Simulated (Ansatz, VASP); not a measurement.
# LuH2 in VASP and in Ansatz

```
Lu H
1.0
    -0.02516    2.50392    2.50392
     2.50392   -0.02516    2.50392
     2.50392    2.50392   -0.02516
Lu H
1 2
Direct
  0.00000 0.00000 0.00000
  0.25000 0.25000 0.25000
  0.75000 0.75000 0.75000
```

Change from the starting cell: equal xy, yz and zx shear strains of -1 %.

Alike in both runs: task single point; functional LDA; k mesh 8 × 8 × 8; occupations fermi-dirac, width 0.02 eV; no spin polarisation.

|  | VASP | Ansatz |
| --- | --- | --- |
| version | VASP 6.6.1 | Ansatz 0.2.0 |
| potentials or method | VASP PAW PBE potentials, release 64 (Lu, H), cutoff 520 eV | all-electron LAPW, scalar-relativistic |

```tsv
	VASP	Ansatz	Ansatz less VASP
pressure (GPa)	-6.2	-6.7	-0.47
traceless stress, the component that is largest in VASP (GPa)	0.94	0.92	-0.015
rms of the force components (eV/Å)	0.028	0.027	-0.0010
```

VASP's potentials were made for PBE, not for LDA. LDA's correlation is that of Perdew and Zunger in VASP and of Perdew and Wang (1992) in Ansatz. Atom by atom the forces differ by 0.001 eV/Å (rms over components). Ansatz ran all-electron here, and VASP with PAW potentials.

Spin-orbit coupling is off throughout.
